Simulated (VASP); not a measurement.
# Ni in VASP: further runs

The runs below take Ni through single point, relaxation of cell and atoms, with PBEsol.

Everything below comes from runs of VASP 6.6.1. Logs are shortened: lines on timing, memory, paths and dates and some standing lists are left out, and cuts for length are marked.

**1. The cell of the first run**

The typed cell holds 3 atoms: a = 3.885 Å, b = 3.885 Å, c = 2.382 Å, α = 90.00°, β = 90.00°, γ = 120.00°.

**2. Single point, PBEsol, collinear spin, ferromagnetic start**

Input file INCAR:

```
SYSTEM = Ni
PREC = Accurate
ENCUT = 520
EDIFF = 1E-6
ISMEAR = 0
SIGMA = 0.1
LREAL = .False.
LASPH = .True.
NELM = 150
ALGO = Normal
ISIF = 2
LWAVE = .False.
LCHARG = .True.
ISPIN = 2
MAGMOM = 0.3 0.3 0.3
LORBIT = 11
LMAXMIX = 4
GGA = PS
LELF = .True.
LVHAR = .True.
NBANDS = 26
```

Input file KPOINTS:

```
Automatic mesh
0
Gamma
  6 6 6
  0 0 0
```

Input file POSCAR:

```
Ni
1.0
    3.8854137872      0.0000000000      0.0000000000
   -1.9427068936      3.3648670439      0.0000000000
    0.0000000000      0.0000000000      2.3821390396
Ni
3
Direct
    0.3333443148      0.0000000000      0.3333333333
    0.0000000000      0.3333443148      0.6666666667
    0.6666556852      0.6666556852      0.0000000000
```

Potentials or basis: VASP PAW PBE potentials, release 64 (Ni).

Run with:

```bash
cat potpaw_PBE.64/Ni/POTCAR > POTCAR
mpirun -np 1 vasp_std > vasp.out
```

OUTCAR:

```text
SYSTEM = Ni
   PREC = Accurate
   ENCUT = 520
   EDIFF = 1E-6
   ISMEAR = 0
   LREAL = .False.
   LASPH = .True.
   NELM = 150
   ISIF = 2
   ISPIN = 2
   LORBIT = 11
   GGA = PS

 ion  position               nearest neighbor table
   1  0.333  0.000  0.333-   3 2.38   3 2.38   2 2.38   2 2.38   3 2.38   2 2.38   2 2.75   2 2.75
                             3 2.75   3 2.75   2 2.75   3 2.75
   2  0.000  0.333  0.667-   3 2.38   3 2.38   1 2.38   1 2.38   3 2.38   1 2.38   1 2.75   1 2.75
                             3 2.75   3 2.75   1 2.75   3 2.75
   3  0.667  0.667  0.000-   1 2.38   1 2.38   2 2.38   2 2.38   2 2.38   1 2.38   1 2.75   1 2.75
                             2 2.75   2 2.75   2 2.75   1 2.75

  LATTYP: Found a hexagonal cell.
 ALAT       =     3.8854137872
 C/A-ratio  =     0.6130979016

  Lattice vectors:

 A1 = (   3.8854137872,   0.0000000000,   0.0000000000)
 A2 = (  -1.9427068936,   3.3648670439,   0.0000000000)
 A3 = (   0.0000000000,   0.0000000000,   2.3821390396)

Analysis of symmetry for initial positions (statically):
=====================================================================
 Subroutine PRICEL returns:
 Original cell was already a primitive cell.

 Routine SETGRP: Setting up the symmetry group for a
 hexagonal supercell.

 Subroutine GETGRP returns: Found  6 space group operations
 (whereof  2 operations were pure point group operations)
 out of a pool of 24 trial point group operations.

The static configuration has the point symmetry C_2 .
 The point group associated with its full space group is D_3 .

Analysis of symmetry for dynamics (positions and initial velocities):
=====================================================================
 Subroutine PRICEL returns:
 Original cell was already a primitive cell.

 Routine SETGRP: Setting up the symmetry group for a
 hexagonal supercell.

 Subroutine GETGRP returns: Found  6 space group operations
 (whereof  2 operations were pure point group operations)
 out of a pool of 24 trial point group operations.

The dynamic configuration has the point symmetry C_2 .
 The point group associated with its full space group is D_3 .

Analysis of structural, dynamic, and magnetic symmetry:
=====================================================================
 Subroutine PRICEL returns:
 Original cell was already a primitive cell.

 Routine SETGRP: Setting up the symmetry group for a
 hexagonal supercell.

 Subroutine GETGRP returns: Found  6 space group operations
 (whereof  2 operations were pure point group operations)
 out of a pool of 24 trial point group operations.

The overall configuration has the point symmetry C_2 .
 The point group associated with its full space group is D_3 .

 Subroutine INISYM returns: Found  6 space group operations
 (whereof  2 operations are pure point group operations),
 and found     1 'primitive' translations

----------------------------------------------------------------------------------------

                                     Primitive cell

  volume of cell :      31.1438

  direct lattice vectors                    reciprocal lattice vectors
     3.885413787  0.000000000  0.000000000     0.257372845  0.148594281  0.000000000
    -1.942706894  3.364867044  0.000000000     0.000000000  0.297188563  0.000000000
     0.000000000  0.000000000  2.382139040     0.000000000  0.000000000  0.419790778

  length of vectors
     3.885413787  3.885413787  2.382139040     0.297188563  0.297188563  0.419790778

  position of ions in fractional coordinates (direct lattice)
     0.333344315  0.000000000  0.333333333
     1.000000000  0.333344315  0.666666667
     0.666655685  0.666655685  0.000000000

  ion indices of the primitive-cell ions
   primitive index   ion index
                 1           1
                 2           2
                 3           3

----------------------------------------------------------------------------------------

 KPOINTS: Automatic mesh

Automatic generation of k-mesh.
 Grid dimensions read from file:
 generate k-points for:    6    6    6

 Generating k-lattice:

  Cartesian coordinates                     Fractional coordinates (reciprocal lattice)
     0.042895474  0.024765714  0.000000000     0.166666667 -0.000000000  0.000000000
     0.000000000  0.049531427  0.000000000     0.000000000  0.166666667  0.000000000
     0.000000000  0.000000000  0.069965130     0.000000000  0.000000000  0.166666667

  Length of vectors
     0.049531427  0.049531427  0.069965130

  Shift w.r.t. Gamma in fractional coordinates (k-lattice)
     0.000000000  0.000000000  0.000000000

 Subroutine IBZKPT returns following result:
 ===========================================

 Found     34 irreducible k-points:

 Following reciprocal coordinates:
            Coordinates               Weight
  0.000000  0.000000  0.000000      1.000000
  0.166667 -0.000000  0.000000      6.000000
  0.333333 -0.000000  0.000000      6.000000
  0.500000 -0.000000  0.000000      3.000000
  0.166667  0.166667  0.000000      6.000000
  0.333333  0.166667  0.000000     12.000000
[... 16 lines left out ...]
  0.500000 -0.000000  0.333333      6.000000
  0.166667  0.166667  0.333333     12.000000
 [... further k-points ...]
   k-points           NKPTS =     34   k-points in BZ     NKDIM =     34   number of bands    NBANDS=     26
   number of dos      NEDOS =    301   number of ions     NIONS =      3
   total plane-waves  NPLWV =  16200
   dimension x,y,z NGX =    30 NGY =   30 NGZ =   18
   dimension x,y,z NGXF=    60 NGYF=   60 NGZF=   36
   ions per type =               3
   NGX,Y,Z   is equivalent  to a cutoff of  12.84, 12.84, 12.56 a.u.
   NGXF,Y,Z  is equivalent  to a cutoff of  25.67, 25.67, 25.12 a.u.
 SYSTEM =  Ni
   PREC   = accura    normal or accurate (medium, high low for compatibility)
   ISTART =      0    job   : 0-new  1-cont  2-samecut
   ICHARG =      2    charge: 1-file 2-atom 10-const
   ISPIN  =      2    spin polarized calculation?
   LNONCOLLINEAR =      F non collinear calculations
   LSORBIT =      F    spin-orbit coupling
   LASPH  =      T    aspherical Exc in radial PAW
   ENCUT  =  520.0 eV  38.22 Ry    6.18 a.u.   7.22  7.22  4.43*2*pi/ulx,y,z
   NELM   =    150;   NELMIN=  2; NELMDL= -5     # of ELM steps
   EDIFF  = 0.1E-05   stopping-criterion for ELM
   LREAL  =      F    real-space projection
   EDIFFG = 0.1E-04   stopping-criterion for IOM
   NSW    =      0    number of steps for IOM
   IBRION =     -1    ionic relax: 0-MD 1-quasi-New 2-CG
   NFREE  =      0    steps in history (QN), initial steepest desc. (CG)
   ISIF   =      2    stress and relaxation
   ISYM   =      2    0-nonsym 1-usesym 2-fastsym
   POTIM  = 0.5000    time-step for ionic-motion
   TEBEG  =    0.0;   TEEND  =   0.0 temperature during run
   PSTRESS=    0.0 pullay stress
   NELECT =      30.0000    total number of electrons
   NUPDOWN=      -1.0000    fix difference up-down
   EMIN   =  10.00;   EMAX   =-10.00  energy-range for DOS
   EFERMI =   0.00;   METHOD = LEGACY
   ISMEAR =     0;   SIGMA  =   0.10  broadening in eV -4-tet -1-fermi 0-gaus
   EFERMI_NEDOS =   21; number of points for ismear=-14 and -15
   IALGO  =     38    algorithm
   IMIX   =      4    mixing-type and parameters
     AMIX     =   0.40;   BMIX     =  1.00
     AMIX_MAG =   1.60;   BMIX_MAG =  1.00
  volume/ion in A,a.u.               =      10.38        70.06
  Fermi-wavevector in a.u.,A,eV,Ry     =   1.616806  3.055320 35.566452  2.614061
  Thomas-Fermi vector in A             =   2.711333
   LORBIT       =     11    0 simple, 1 ext, 2 COOP (PROOUT), +10 PAW based schemes
   GGA     = PS    functional components
   LHFCALC =     F    Hartree Fock is set to
   AEXX    =    0.0000 exact exchange contribution
   IVDW    =     0    specifies the selected vdW correction
   LEPSILON=     F    determine dielectric tensor
   LRPA    =     F    only Hartree local field effects (RPA)
 spin polarized calculation
 Gauss-broadening in eV      SIGMA  =   0.10
  energy-cutoff  :      520.00
  volume of cell :       31.14
 maximum number of plane-waves:       903
 NGX is ok and might be reduce to    30
   NGX = 15   NGY = 15   NGZ =  9

 number of electron      29.9999980 magnetization       0.0071809

 number of electron      29.9999980 magnetization      -0.0006543

 Free energy of the ion-electron system (eV)
  ---------------------------------------------------
  ext. energy  EPLUGINS =         0.00000000
  ---------------------------------------------------
  free energy    TOTEN  =       -18.10931262 eV

  energy without entropy =      -18.08847225  energy(sigma->0) =      -18.09889244

 E-fermi :   9.6721     XC(G=0): -13.7102

 val. band max:        9.6693498998   @ k =   0.1667  -0.0000   0.5000
 cond. band min:       9.6956061497   @ k =   0.0000   0.0000   0.3333
 fundamental gap:      0.0262562499
 Fermi energy:         9.6720552977

 spin component 1

 k-point     1 :       0.0000    0.0000    0.0000
  band No.  band energies     occupation
      1       0.4752      1.00000
      2       6.3094      1.00000
      3       6.3094      1.00000
      4       6.8348      1.00000
      5       6.8348      1.00000
      6       6.8348      1.00000
[... 685 lines left out ...]
     25      27.9641      0.00000
     26      28.9872      0.00000

 [... further k-points ...]

 spin component 2

 k-point     1 :       0.0000    0.0000    0.0000
  band No.  band energies     occupation
      1       0.4753      1.00000
      2       6.3093      1.00000
      3       6.3093      1.00000
      4       6.8346      1.00000
      5       6.8346      1.00000
      6       6.8346      1.00000
[... 685 lines left out ...]
     25      27.9642      0.00000
     26      28.9873      0.00000

 [... further k-points ...]

------------------------ aborting loop because EDIFF is reached ----------------------------------------

  FORCE on cell =-STRESS in cart. coord.  units (eV):
  Direction    XX          YY          ZZ          XY          YZ          ZX
  --------------------------------------------------------------------------------------
  -------------------------------------------------------------------------------------
  Total       -0.0124289     -0.0124289     -0.0085256      0.0000000      0.0000000      0.0000000
  in kB       -0.6393975     -0.6393975     -0.4385937      0.0000000      0.0000000      0.0000000
  external PRESSURE =      -0.5724629 kB  Pullay stress =       0.0000000 kB

 VOLUME and BASIS-vectors are now :
 -----------------------------------------------------------------------------
  energy-cutoff  :      520.00
  volume of cell :       31.14
      direct lattice vectors                 reciprocal lattice vectors
     3.885413787  0.000000000  0.000000000     0.257372845  0.148594281  0.000000000
    -1.942706894  3.364867044  0.000000000     0.000000000  0.297188563  0.000000000
     0.000000000  0.000000000  2.382139040     0.000000000  0.000000000  0.419790778

 POSITION                                       TOTAL-FORCE (eV/Angst)
 -----------------------------------------------------------------------------------
      1.29518      0.00000      0.79405        -0.000626      0.000000      0.000000
     -0.64759      1.12166      1.58809         0.000313     -0.000542      0.000000
      1.29512      2.24321      0.00000         0.000313      0.000542     -0.000000
 -----------------------------------------------------------------------------------
    total drift:                                0.000000     -0.000000      0.000000

  FREE ENERGIE OF THE ION-ELECTRON SYSTEM (eV)
  ---------------------------------------------------
  free  energy   TOTEN  =       -18.1093126195 eV

  energy  without entropy=      -18.0884722516  energy(sigma->0) =      -18.09889244

 total charge

# of ion       s       p       d       tot
------------------------------------------
    1        0.513   0.532   8.361   9.406
    2        0.513   0.532   8.361   9.406
    3        0.513   0.532   8.361   9.406
--------------------------------------------------
tot          1.540   1.595  25.084  28.219

 magnetization (x)

# of ion       s       p       d       tot
------------------------------------------
    1        0.000   0.000  -0.000  -0.000
    2        0.000   0.000  -0.000  -0.000
    3        0.000   0.000  -0.000  -0.000
--------------------------------------------------
tot          0.000   0.000  -0.001  -0.001
```

Run time: 42 s. Hardware: 1 thread of Intel Xeon Platinum 8488C (Sapphire Rapids), shared host; peak memory 0.17 GiB.

What came out:

```
Free energy                                           : -18.1093 eV
Pressure                                              : -0.1 GPa
Band gap on the k mesh                                : zero (filled and empty bands overlap)
Net moment                                            : 0.00 μB per cell
Valence electrons inside the program's atomic spheres : Ni 9.41
```

Caveat: the k points lie up to 0.44 Å⁻¹ apart; the PAW data sets were made with another functional, which shifts forces and pressure a little.

[end of part 1 of 2]
